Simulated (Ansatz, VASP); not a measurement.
One calculation of InAs, two programs

```
In As
1.0
     0.00000    3.09338    3.09338
     3.09338    0.00000    3.09338
     3.09338    3.09338    0.00000
In As
1 1
Direct
  0.00000 0.00000 0.00000
  0.75000 0.75000 0.75000
```

Alike in both runs: task single point; functional PBE; k mesh 16 × 16 × 16; occupations gaussian, width 0.15 eV; no spin polarisation.

|  | VASP | Ansatz |
| --- | --- | --- |
| version | VASP 6.6.1 | Ansatz 0.2.0 |
| potentials or method | VASP PAW PBE potentials, release 64 (In_d, As), cutoff 520 eV | scalar-relativistic, plane waves, PAW |
| valence electrons in the cell | 18 | 28 |

|  | VASP | Ansatz | Ansatz less VASP |
| --- | --- | --- | --- |
| gap on the k mesh at the Fermi level (eV) | none | none | - |
| pressure (GPa) | 0.0 | 0.0 | -0.04 |

A gap of «none» marks a metal or a gap that the smearing closes. VASP's potentials hold 18 valence electrons a cell and Ansatz's 28, so a difference there can come from the potentials and not from the codes.
